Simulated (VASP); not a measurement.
Crystal: Ge.

```
Ge
1.0
    -1.50422    1.51772    2.06762
     1.50422   -1.51772    2.06762
     1.50422    1.51772   -2.06762
Ge
1
Cartesian
  1.5042 0.0000 0.0000
```

The cell was generated, and may not be a known phase.

```yaml
Program: VASP 6.6.1
Task: relaxation of cell and atoms
Functional: PBE
Potentials_or_basis: VASP PAW PBE potentials, release 64 (Ge_d)
Cutoff: 600 eV
k_mesh: 8 × 8 × 8
Occupations: gaussian, width 0.1 eV
Spin: no spin polarisation
```

At the start: pressure 2.5 GPa; volume 18.88 Å³/atom.

Problem. Where does the relaxation end?

Solution. Over 16 steps the energy falls by 23.7 meV/atom and the volume is 19.34 Å³/atom (+2.4 %); space group I4/mmm (No. 139, to 0.1 Å) before and after.

The path:
| step | energy change (eV) | largest force (eV/Å) | pressure (GPa) | volume (Å³) |
| --- | --- | --- | --- | --- |
| 1 | 0.0000 | 0.0000 | 2.47 | 18.88 |
| 2 | -0.0070 | 0.0000 | -0.35 | 19.69 |
| 3 | -0.0070 | 0.0000 | -0.52 | 19.68 |
| 4 | -0.0071 | 0.0000 | -0.25 | 19.63 |
| 5 | -0.0071 | 0.0000 | -0.39 | 19.64 |
| 6 | -0.0084 | 0.0000 | -0.63 | 19.61 |
| 7 | -0.0127 | 0.0000 | -0.25 | 19.51 |
| 8 | -0.0228 | 0.0000 | 0.07 | 19.27 |
| 9 | -0.0227 | 0.0000 | -0.01 | 19.33 |
| 10 | -0.0230 | 0.0000 | -0.19 | 19.30 |
| 11 | -0.0220 | 0.0000 | 0.76 | 19.08 |
| 12 | -0.0235 | 0.0000 | 0.29 | 19.22 |
| 13 | -0.0236 | 0.0000 | -0.34 | 19.41 |
| 14 | -0.0237 | 0.0000 | 0.28 | 19.32 |
| 15 | -0.0237 | 0.0000 | -0.43 | 19.37 |
| 16 | -0.0237 | 0.0000 | -0.04 | 19.34 |

Final structure:
```
Ge
1.0
    -1.59706    1.57508    1.92232
     1.59706   -1.57508    1.92232
     1.59706    1.57508   -1.92232
Ge
1
Direct
  0.00000 0.50000 0.50000
```
